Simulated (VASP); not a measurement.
# C (P6/mmm) in VASP: a series of runs

C is run at these levels: PBE; tasks: single point, relaxation of cell and atoms.

Everything below comes from runs of VASP 6.6.1. Logs are shortened: lines on timing, memory, paths and dates and some standing lists are left out, and cuts for length are marked.

## Step 1: The cell of the first run

The structure is hexagonal, space group P6/mmm (No. 191). The conventional cell has a = 4.547 Å, b = 4.547 Å, c = 1.257 Å, α = 90.00°, β = 90.00°, γ = 120.00°. C (site symmetry 6/mmm) has 2 C at 1.26 Å within 1.7 Å. Within 1.7 Å of C (site symmetry -6m2) lie 2 C at 1.26 Å.

## Step 2: Single point, PBE

The input, INCAR:

```
ALGO     = Normal         # electronic algorithm
EDIFF    = 1E-6           # SCF threshold, eV
ENCUT    = 520            # plane-wave cutoff, eV
GGA      = PE             # functional
ISIF     = 2              # what is computed and relaxed
ISMEAR   = -1             # smearing method
LASPH    = T              # aspherical terms in the spheres
LCHARG   = T              # write CHGCAR
LELF     = T              # ELF
LREAL    = F              # projectors in reciprocal space
LVHAR    = T            
LWAVE    = F              # write WAVECAR
NBANDS   = 13             # bands
NELM     = 60             # most SCF steps
PREC     = Accurate       # precision mode
SIGMA    = 0.08           # smearing width, eV
```

The input, KPOINTS:

```
k-points
0
Gamma
  12 12 16
```

The input, POSCAR:

```
C
1.0
    4.5474834771      0.0000000000      0.0000000000
   -2.2737417385      3.9382362144      0.0000000000
    0.0000000000      0.0000000000      1.2568516893
C
3
Direct
    0.0000000000      0.0000000000      0.0000000000
    0.3333333333      0.6666666667      0.5000000000
    0.6666666667      0.3333333333      0.5000000000
```

Potentials or basis: VASP PAW PBE potentials, release 64 (C).

Command:

```bash
cat potpaw_PBE.64/C/POTCAR > POTCAR
mpirun -np 1 vasp_std > vasp.out
```

OUTCAR:

```text
EDIFF = 1E-6
   ENCUT = 520
   GGA = PE
   ISIF = 2
   ISMEAR = -1
   LASPH = T
   LREAL = F
   NELM = 60
   PREC = Accurate

 ion  position               nearest neighbor table
   1  0.000  0.000  0.000-
   2  0.333  0.667  0.500-
   3  0.667  0.333  0.500-

  LATTYP: Found a hexagonal cell.
 ALAT       =     4.5474834771
 C/A-ratio  =     0.2763840035

  Lattice vectors:

 A1 = (   4.5474834771,   0.0000000000,   0.0000000000)
 A2 = (  -2.2737417385,   3.9382362144,   0.0000000000)
 A3 = (   0.0000000000,   0.0000000000,   1.2568516893)

Analysis of symmetry for initial positions (statically):
=====================================================================
 Subroutine PRICEL returns:
 Original cell was already a primitive cell.

 Routine SETGRP: Setting up the symmetry group for a
 hexagonal supercell.

 Subroutine GETGRP returns: Found 24 space group operations
 (whereof 24 operations were pure point group operations)
 out of a pool of 24 trial point group operations.

The static configuration has the point symmetry D_6h.

Analysis of symmetry for dynamics (positions and initial velocities):
=====================================================================
 Subroutine PRICEL returns:
 Original cell was already a primitive cell.

 Routine SETGRP: Setting up the symmetry group for a
 hexagonal supercell.

 Subroutine GETGRP returns: Found 24 space group operations
 (whereof 24 operations were pure point group operations)
 out of a pool of 24 trial point group operations.

The dynamic configuration has the point symmetry D_6h.

 Subroutine INISYM returns: Found 24 space group operations
 (whereof 24 operations are pure point group operations),
 and found     1 'primitive' translations

----------------------------------------------------------------------------------------

                                     Primitive cell

  volume of cell :      22.5090

  direct lattice vectors                    reciprocal lattice vectors
     4.547483477  0.000000000  0.000000000     0.219901844  0.126960389  0.000000000
    -2.273741739  3.938236214  0.000000000     0.000000000  0.253920777  0.000000000
     0.000000000  0.000000000  1.256851689     0.000000000  0.000000000  0.795638824

  length of vectors
     4.547483477  4.547483477  1.256851689     0.253920777  0.253920777  0.795638824

  position of ions in fractional coordinates (direct lattice)
     0.000000000  0.000000000  0.000000000
     0.333333333  0.666666667  0.500000000
     0.666666667  0.333333333  0.500000000

  ion indices of the primitive-cell ions
   primitive index   ion index
                 1           1
                 2           2
                 3           3

----------------------------------------------------------------------------------------

 KPOINTS: k-points

Automatic generation of k-mesh.
 Grid dimensions read from file:
 generate k-points for:   12   12   16

 Generating k-lattice:

  Cartesian coordinates                     Fractional coordinates (reciprocal lattice)
     0.018325154  0.010580032  0.000000000     0.083333333 -0.000000000  0.000000000
     0.000000000  0.021160065  0.000000000     0.000000000  0.083333333  0.000000000
     0.000000000  0.000000000  0.049727426     0.000000000  0.000000000  0.062500000

  Length of vectors
     0.021160065  0.021160065  0.049727426

  Shift w.r.t. Gamma in fractional coordinates (k-lattice)
     0.000000000  0.000000000  0.000000000

 Subroutine IBZKPT returns following result:
 ===========================================

 Found    171 irreducible k-points:

 Following reciprocal coordinates:
            Coordinates               Weight
  0.000000  0.000000  0.000000      1.000000
  0.083333  0.000000  0.000000      6.000000
  0.166667  0.000000  0.000000      6.000000
  0.250000  0.000000  0.000000      6.000000
  0.333333  0.000000  0.000000      6.000000
  0.416667  0.000000  0.000000      6.000000
[... 16 lines left out ...]
  0.250000  0.000000  0.062500     12.000000
  0.333333  0.000000  0.062500     12.000000
 [... further k-points ...]
   k-points           NKPTS =    171   k-points in BZ     NKDIM =    171   number of bands    NBANDS=     13
   number of dos      NEDOS =    301   number of ions     NIONS =      3
   total plane-waves  NPLWV =  12960
   dimension x,y,z NGX =    36 NGY =   36 NGZ =   10
   dimension x,y,z NGXF=    72 NGYF=   72 NGZF=   20
   ions per type =               3
   NGX,Y,Z   is equivalent  to a cutoff of  13.16, 13.16, 13.23 a.u.
   NGXF,Y,Z  is equivalent  to a cutoff of  26.32, 26.32, 26.45 a.u.
 SYSTEM =  unknown system
   PREC   = accura    normal or accurate (medium, high low for compatibility)
   ISTART =      0    job   : 0-new  1-cont  2-samecut
   ICHARG =      2    charge: 1-file 2-atom 10-const
   ISPIN  =      1    spin polarized calculation?
   LNONCOLLINEAR =      F non collinear calculations
   LSORBIT =      F    spin-orbit coupling
   LASPH  =      T    aspherical Exc in radial PAW
   ENCUT  =  520.0 eV  38.22 Ry    6.18 a.u.   8.46  8.46  2.34*2*pi/ulx,y,z
   NELM   =     60;   NELMIN=  2; NELMDL= -5     # of ELM steps
   EDIFF  = 0.1E-05   stopping-criterion for ELM
   LREAL  =      F    real-space projection
   EDIFFG = 0.1E-04   stopping-criterion for IOM
   NSW    =      0    number of steps for IOM
   IBRION =     -1    ionic relax: 0-MD 1-quasi-New 2-CG
   NFREE  =      0    steps in history (QN), initial steepest desc. (CG)
   ISIF   =      2    stress and relaxation
   ISYM   =      2    0-nonsym 1-usesym 2-fastsym
   POTIM  = 0.5000    time-step for ionic-motion
   TEBEG  =    0.0;   TEEND  =   0.0 temperature during run
   PSTRESS=    0.0 pullay stress
   NELECT =      12.0000    total number of electrons
   NUPDOWN=      -1.0000    fix difference up-down
   EMIN   =  10.00;   EMAX   =-10.00  energy-range for DOS
   EFERMI =   0.00;   METHOD = LEGACY
   ISMEAR =    -1;   SIGMA  =   0.08  broadening in eV -4-tet -1-fermi 0-gaus
   EFERMI_NEDOS =   21; number of points for ismear=-14 and -15
   IALGO  =     38    algorithm
   IMIX   =      4    mixing-type and parameters
     AMIX     =   0.40;   BMIX     =  1.00
     AMIX_MAG =   1.60;   BMIX_MAG =  1.00
  volume/ion in A,a.u.               =       7.50        50.63
  Fermi-wavevector in a.u.,A,eV,Ry     =   1.327444  2.508506 23.974936  1.762108
  Thomas-Fermi vector in A             =   2.456756
   LORBIT       =      0    0 simple, 1 ext, 2 COOP (PROOUT), +10 PAW based schemes
   GGA     = PE    functional components
   LHFCALC =     F    Hartree Fock is set to
   AEXX    =    0.0000 exact exchange contribution
   IVDW    =     0    specifies the selected vdW correction
   LEPSILON=     F    determine dielectric tensor
   LRPA    =     F    only Hartree local field effects (RPA)
 non-spin polarized calculation
  energy-cutoff  :      520.00
  volume of cell :       22.51
 maximum number of plane-waves:       635
 NGX is ok and might be reduce to    36

 number of electron      12.0000000 magnetization

 Free energy of the ion-electron system (eV)
  ---------------------------------------------------
  ext. energy  EPLUGINS =         0.00000000
  ---------------------------------------------------
  free energy    TOTEN  =       -23.04848695 eV

  energy without entropy =      -23.03316738  energy(sigma->0) =      -23.04082717

 E-fermi :   5.8667     XC(G=0): -11.6299

 val. band max:        5.8475369477   @ k =   0.3333   0.0000   0.1875
 cond. band min:       5.8931167290   @ k =   0.2500   0.1667   0.1875
 fundamental gap:      0.0455797813
 Fermi energy:         5.8666952155

 k-point     1 :       0.0000    0.0000    0.0000
  band No.  band energies     occupation
      1     -13.1554      2.00000
      2      -9.9006      2.00000
      3      -9.8986      2.00000
      4      -1.7528      2.00000
      5      -1.7528      2.00000
      6      -1.7523      2.00000
      7      -1.7523      2.00000
      8       3.4727      2.00000
      9       3.4727      2.00000
     10      16.2386      0.00000
     11      21.7074      0.00000
     12      21.7075      0.00000
     13      21.7077      0.00000

 k-point     2 :       0.0833    0.0000    0.0000
  band No.  band energies     occupation
      1     -13.1119      2.00000
      2      -9.9556      2.00000
      3      -9.9421      2.00000
      4      -2.2446      2.00000
      5      -2.1563      2.00000
      6      -1.1961      2.00000
      7      -1.1255      2.00000
      8       3.2944      2.00000
      9       3.4322      2.00000
     10      16.4175      0.00000
     11      20.5721      0.00000
     12      20.8446      0.00000
     13      22.3280      0.00000

 k-point     3 :       0.1667    0.0000    0.0000
  band No.  band energies     occupation
      1     -12.9824      2.00000
      2     -10.1381      2.00000
      3     -10.0401      2.00000
      4      -2.6606      2.00000
      5      -2.2886      2.00000
      6      -0.5907      2.00000
      7      -0.3524      2.00000
      8       2.8008      2.00000
      9       3.3082      2.00000
     10      16.9055      0.00000
     11      19.1686      0.00000
     12      20.1024      0.00000
     13      21.9854      0.00000
[... 305 lines left out ...]
 k-point    23 :       0.2500    0.0000    0.0625
  band No.  band energies     occupation
      1     -12.5299      2.00000
      2     -10.2423      2.00000
      3      -9.9610      2.00000
      4      -2.6348      2.00000
      5      -1.7985      2.00000
      6       0.3963      2.00000
      7       0.8187      2.00000
      8       2.4171      2.00000
      9       3.4368      2.00000
     10      17.6697      0.00000
     11      18.0651      0.00000
     12      19.8712      0.00000
     13      21.2577      0.00000

 k-point    24 :       0.3333    0.0000    0.0625
  band No.  band energies     occupation
      1     -12.2442      2.00000
      2     -10.6283      2.00000
      3     -10.0586      2.00000
      4      -2.8753      2.00000
      5      -1.4130      2.00000
      6       1.0358      2.00000
      7       1.5726      2.00000
      8       1.5843      2.00000
      9       3.1278      2.00000
     10      16.8360      0.00000
     11      18.4638      0.00000
     12      19.4781      0.00000
     13      20.3663      0.00000

 [... further k-points ...]

------------------------ aborting loop because EDIFF is reached ----------------------------------------

  FORCE on cell =-STRESS in cart. coord.  units (eV):
  Direction    XX          YY          ZZ          XY          YZ          ZX
  --------------------------------------------------------------------------------------
  -------------------------------------------------------------------------------------
  Total        6.8683169      6.8683169      6.7775522      0.0000000      0.0000000      0.0000000
  in kB      488.8819281    488.8819281    482.4213587      0.0000000      0.0000000      0.0000000
  external PRESSURE =     486.7284050 kB  Pullay stress =       0.0000000 kB

 VOLUME and BASIS-vectors are now :
 -----------------------------------------------------------------------------
  energy-cutoff  :      520.00
  volume of cell :       22.51
      direct lattice vectors                 reciprocal lattice vectors
     4.547483477  0.000000000  0.000000000     0.219901844  0.126960389  0.000000000
    -2.273741739  3.938236214  0.000000000     0.000000000  0.253920777  0.000000000
     0.000000000  0.000000000  1.256851689     0.000000000  0.000000000  0.795638824

 POSITION                                       TOTAL-FORCE (eV/Angst)
 -----------------------------------------------------------------------------------
      0.00000      0.00000      0.00000        -0.000000      0.000000     -0.000000
     -0.00000      2.62549      0.62843        -0.000000     -0.000000      0.000000
      2.27374      1.31275      0.62843         0.000000      0.000000     -0.000000
 -----------------------------------------------------------------------------------
    total drift:                               -0.000000      0.000000      0.000000

  FREE ENERGIE OF THE ION-ELECTRON SYSTEM (eV)
  ---------------------------------------------------
  free  energy   TOTEN  =       -23.0484869510 eV

  energy  without entropy=      -23.0331673792  energy(sigma->0) =      -23.04082717
```

Run time: 38 s. Hardware: 1 thread of AMD EPYC 7R13, shared host; peak memory 0.13 GiB.

Results:

| Item | Value |
| --- | --- |
| Free energy | -23.0485 eV |
| Pressure | 48.7 GPa |
| Band gap on the k mesh | zero (bands 6 and 7 overlap by 18.06 eV) |

Caveat: the cell stands under pressure.

## Step 3: Single point, PBE

The input, INCAR:

```
ALGO = Normal ; EDIFF = 1E-6
ENCUT = 520 ; GGA = PE
ISIF = 2 ; ISMEAR = -1
LASPH = True ; LCHARG = True
LELF = True ; LREAL = False
LVHAR = True ; LWAVE = False
NBANDS = 13 ; NELM = 80
PREC = Accurate ; SIGMA = 0.08
```

KPOINTS is that of step 2.

The input, POSCAR:

```
C
1.0
    4.5481412845      0.0000000000      0.0000000000
   -2.2740706422      3.9388058924      0.0000000000
    0.0000000000      0.0000000000      1.2562737031
C
3
Direct
    0.0000000000      0.0000000000      0.0000000000
    0.3333333333      0.6666666667      0.5000000000
    0.6666666667      0.3333333333      0.5000000000
```

Potentials or basis: VASP PAW PBE potentials, release 64 (C).

Command:

```bash
cat potpaw_PBE.64/C/POTCAR > POTCAR
mpirun -np 1 vasp_std > vasp.out
```

It took 47 s on 1 thread of AMD EPYC 7R13, shared host; peak memory 0.13 GiB.

Results (log left out):

```
Free energy            : -23.0473 eV
Pressure               : 49.1 GPa
Band gap on the k mesh : zero (bands 6 and 7 overlap by 18.08 eV)
```

Stress tensor (GPa, compression positive):
```
48.90  0.00  0.00
 0.00 48.90  0.00
 0.00  0.00 49.48
```

Levels at points of the mesh, in eV from the Fermi level:
```csv
k point,band 4,band 5,band 6,band 7,band 8,band 9
"(0.00, 0.00, 0.00)",-7.62,-7.62,-7.62,-7.62,-2.40,-2.40
"(0.50, 0.00, 0.00)",-9.30,-6.30,-6.30,-4.00,-4.00,-3.90
"(0.00, 0.00, 0.50)",7.54,8.96,10.46,10.46,10.73,11.20
"(0.50, 0.00, 0.50)",7.98,8.78,8.84,10.09,11.09,11.26
```

Caveat: the cell stands under pressure.

## Step 4: Relaxation of cell and atoms, PBE, target pressure 49 GPa, at which the enthalpy is minimised

This run uses another cell than the first one: it holds 1 atom, not 3.

The input, INCAR:

```
SYSTEM = C
PREC = Accurate
ENCUT = 600
EDIFF = 1E-6
ISMEAR = -1
SIGMA = 0.08
LREAL = .False.
LASPH = .True.
NELM = 60
ALGO = Normal
ISIF = 3
LWAVE = .False.
LCHARG = .False.
GGA = PE
IBRION = 2
NSW = 32
EDIFFG = -0.005
PSTRESS = 490.0
```

The input, KPOINTS:

```
regular mesh
0
Gamma
  23 23 21
  0 0 0
```

The input, POSCAR:

```
C
1.0
    1.9299834585      0.0000000000      0.0000000000
   -0.9649917292      1.6714147039      0.0000000000
    0.0000000000      0.0000000000      1.5454026275
C
1
Direct
    0.0000000000      0.0000000000      0.0000000000
```

Command:

```bash
cat potpaw_PBE.64/C/POTCAR > POTCAR
mpirun -np 1 vasp_std > vasp.out
```

Wall time 26 s (1 thread of AMD EPYC 7R13, shared host); peak memory 0.09 GiB.

Results (log left out):

- Free energy: -6.2058 eV
- Energy change on relaxing (the run minimises the enthalpy): +0.1 meV/atom
- Ionic steps: 3
- Pressure after relaxing: 49.0 GPa
- Band gap on the k mesh: zero (bands 2 and 3 overlap by 16.91 eV)

Stress tensor (GPa, compression positive):
```
49.05  0.00  0.00
 0.00 49.05  0.00
 0.00  0.00 48.85
```

Final structure:
```yaml
crystal:
  lattice:
    - [1.92980, 0.00000, 0.00000]
    - [-0.96490, 1.67126, 0.00000]
    - [0.00000, 0.00000, 1.54564]
  atoms:
    - { symbol: C, position: [0.00000, 0.00000, 0.00000] }
```

Levels at points of the mesh, in eV from the Fermi level:
| k point | band 1 | band 2 | band 3 | band 4 | band 5 | band 6 |
| --- | --- | --- | --- | --- | --- | --- |
| (0.00, 0.00, 0.00) | -23.93 | 8.03 | 8.03 | 17.45 | 28.48 | 31.44 |

Caveat: the cell is relaxed towards a set pressure, so the run minimises the enthalpy, not the energy.

[end of part 1 of 3]

The gap in the log of VASP goes by the Fermi energy; the results here count the filled bands.